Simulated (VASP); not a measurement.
**TaN: single point with PBEsol**

TaN:

```
CELL_PARAMETERS angstrom
3.05000 0.00000 0.00000
-1.52500 2.64138 0.00000
0.00000 0.00000 4.89060
ATOMIC_POSITIONS crystal
Ta 0.33333 0.66667 0.00000
Ta 0.66667 0.33333 0.50000
N 0.33333 0.66667 0.38500
N 0.66667 0.33333 0.88500
```

This cell differs from its parent crystal: zz strain of -1 %.

```yaml
Program: VASP 6.6.1
Task: single point
Functional: PBEsol
Potentials_or_basis: VASP PAW PBE potentials, release 64 (Ta_pv, N)
Cutoff: 520 eV
k_mesh: 9 × 9 × 5
Occupations: fermi-dirac, width 0.01 eV
Spin: no spin polarisation
Dipole_correction: no
Further_INCAR_settings: ALGO = Normal; EDIFF = 1e-06; NBANDS = 24
```

| Property | Result |
| --- | --- |
| Pressure | 136.4 GPa |
| Largest force | 1.719 eV/Å |
| Band gap on the k mesh | zero (bands 16 and 17 overlap by 2.20 eV) |

Forces in eV/Å, atoms in the order of the input:
```
Ta   0.000  0.000  1.719
Ta   0.000  0.000  1.719
N    0.000  0.000 -1.719
N    0.000  0.000 -1.719
```

Stress tensor (GPa, compression positive):
```
143.36   0.00   0.00
  0.00 143.36   0.00
  0.00   0.00 122.34
```

Levels at points of the mesh, in eV from the Fermi level:
| k point | band 13 | band 14 | band 15 | band 16 | band 17 | band 18 | band 19 | band 20 |
| --- | --- | --- | --- | --- | --- | --- | --- | --- |
| (0.00, 0.00, 0.00) | -7.88 | -7.44 | -0.93 | -0.93 | -0.27 | 2.15 | 2.69 | 2.69 |

Wall time 15 s on 1 thread of Intel(R) Xeon(R) Platinum 8488C (Sapphire Rapids), with other jobs on the host, peak memory 0.16 GiB.

Caveat: the cell differs from its parent crystal (zz strain of -1 %); the cell stands under pressure; the PAW data sets were made with another functional, which shifts forces and pressure a little; spin-orbit coupling is left out, which moves the levels of the heavy elements.
